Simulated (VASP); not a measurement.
Input of a VASP 6.6.1 run:

The input POSCAR:

```
BaZrO3
1.0
    4.2053517966      0.0000000000      0.0000000000
    0.0000000000      4.2053517966      0.0000000000
    0.0000000000      0.0000000000      4.2053517966
Ba Zr O
1 1 3
Direct
    0.0000000000      0.0000000000      0.0000000000
    0.5000000000      0.5000000000      0.5000000000
    0.0000000000      0.5000000000      0.5000000000
    0.5000000000      0.0000000000      0.5000000000
    0.5000000000      0.5000000000      0.0000000000
```

INCAR.step1

```
SYSTEM = BaZrO3
PREC = Accurate
ENCUT = 1480
ISMEAR = 0
SIGMA = 0.02
LREAL = .False.
LASPH = .True.
NELM = 120
NBANDS = 28
GGA = PE
ALGO = Normal
EDIFF = 1E-5
LWAVE = .True.
LCHARG = .False.
GGA_COMPAT = .False.
```

File INCAR.step2:

```
SYSTEM = BaZrO3
PREC = Accurate
ENCUT = 1480
EDIFF = 1E-6
ISMEAR = 0
SIGMA = 0.02
LREAL = .False.
LASPH = .True.
NELM = 120
ALGO = Normal
ISIF = 2
LWAVE = .False.
LCHARG = .False.
METAGGA = R2SCAN
LMIXTAU = .True.
NBANDS = 28
ISTART = 1
GGA_COMPAT = .False.
```

File KPOINTS:

```
Automatic mesh
0
Gamma
  6 6 6
  0 0 0
```

Potentials or basis: VASP PAW PBE potentials, release 64 (Ba_sv, Zr_sv, O_h).

Command:

```bash
$ cat potpaw_PBE.64/Ba_sv/POTCAR potpaw_PBE.64/Zr_sv/POTCAR potpaw_PBE.64/O_h/POTCAR > POTCAR
$ cp INCAR.step1 INCAR
$ mpirun -np 1 vasp_std > vasp.out
$ cp INCAR.step2 INCAR
$ mpirun -np 1 vasp_std > vasp.out
```

Question: Estimate the pressure.

Answer: 0.9 GPa.

Question: What does it give for the band gap on the k mesh?

Answer: 3.69 eV (least direct gap 3.94 eV).

Caveat: the PAW data sets were made with another functional, which shifts forces and pressure a little; spin-orbit coupling is left out, which moves the levels of the heavy elements. A k mesh can miss the band edges.
